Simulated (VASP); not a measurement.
Here is a VASP 6.6.1 calculation.

File INCAR:

```
ALGO     = Normal         # electronic algorithm
EDIFF    = 1E-6           # SCF threshold, eV
ENCUT    = 520            # plane-wave cutoff, eV
GGA      = PE             # functional
ISIF     = 2              # what is computed and relaxed
ISMEAR   = 0              # smearing method
ISPIN    = 2              # spin polarisation
LASPH    = True           # aspherical terms in the spheres
LCHARG   = False          # write CHGCAR
LMAXMIX  = 4              # l up to which the mixer works
LORBIT   = 11             # projections on sites
LREAL    = False          # projectors in reciprocal space
LWAVE    = False          # write WAVECAR
MAGMOM   = 0 2.15 2.15 0 0 0 # initial moments
NBANDS   = 29             # bands
NELM     = 150            # most SCF steps
PREC     = Accurate       # precision mode
SIGMA    = 0.1            # smearing width, eV
```

Contents of KPOINTS:

```
k-points
0
Gamma
  12 12 4
```

File POSCAR:

```
InFe2H3
1.0
    2.8460635450      0.0000000000      0.0000000000
   -1.4230317725      2.4647633308      0.0000000000
    0.0000000000      0.0000000000      8.0182334818
In Fe H
1 2 3
Direct
    0.0000000000      0.0000000000      0.0000000000
    0.3333333333      0.6666666667      0.3716176084
    0.6666666667      0.3333333333      0.6283823916
    0.3333333333      0.6666666667      0.7122891466
    0.6666666667      0.3333333333      0.2877108534
    0.0000000000      0.0000000000      0.5000000000
```

Potentials or basis: VASP PAW PBE potentials, release 64 (In_d, Fe, H).

The run is started by

```sh
$ cat potpaw_PBE.64/In_d/POTCAR potpaw_PBE.64/Fe/POTCAR potpaw_PBE.64/H/POTCAR > POTCAR
$ mpirun -np 1 vasp_std > vasp.out
```

Predict the pressure.

0.0 GPa.

Predict the largest force.

0.007 eV/Å.

Estimate the site moments.

In -0.01; Fe +2.23; H -0.02, -0.03 (each value once) μB.

Predict the net moment.

4.36 μB per cell.

Forces on the atoms (eV/Å):
```
In   0.000  0.000  0.000
Fe   0.000  0.000  0.006
Fe   0.000  0.000 -0.006
H    0.000  0.000  0.007
H    0.000  0.000 -0.007
H    0.000  0.000  0.000
```
